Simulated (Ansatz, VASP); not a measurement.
**Two plane-wave programs on Si2Ge**

```xyz
3
Lattice="2.8401 0.0000 0.0000 -1.4201 2.4596 0.0000 0.0000 0.0000 7.1304" Properties=species:S:1:pos:R:3 pbc="T T T"
Si    0.0000    1.6398    4.6349
Si    1.4201    0.8199    2.4955
Ge    0.0000    0.0000    0.0000
```

Change from the starting cell: species swapped into the MgAl2 type (P-3m1, No. 164).

Alike in both runs: functional PBE; k mesh 7 × 7 × 3; occupations gaussian, width 0.2 eV; no spin polarisation.

Ansatz relaxed the structure, and its values are those at the end. VASP's run is a single point on that final structure, the one shown.

```csv
,VASP,Ansatz
version,VASP 6.6.1,Ansatz 0.2.0
potentials or method,"VASP PAW PBE potentials, release 64 (Si, Ge_d), cutoff 500 eV","scalar-relativistic, plane waves, PAW"
valence electrons in the cell,22,22
```

Ansatz gave:

```
gap on the k mesh at the Fermi level (eV) : none
pressure (GPa)                            : -0.2
rms of the force components (eV/Å)        : 0.024
```

Task: Estimate VASP's values.

Result: gap on the k mesh at the Fermi level (eV): none; pressure (GPa): -0.2; rms of the force components (eV/Å): 0.026.

A gap of «none» marks a metal or a gap that the smearing closes. The functional is the same, so the differences come from potentials, cutoffs and numerics.

The k mesh is coarse, so the values compare programs but aren't converged.
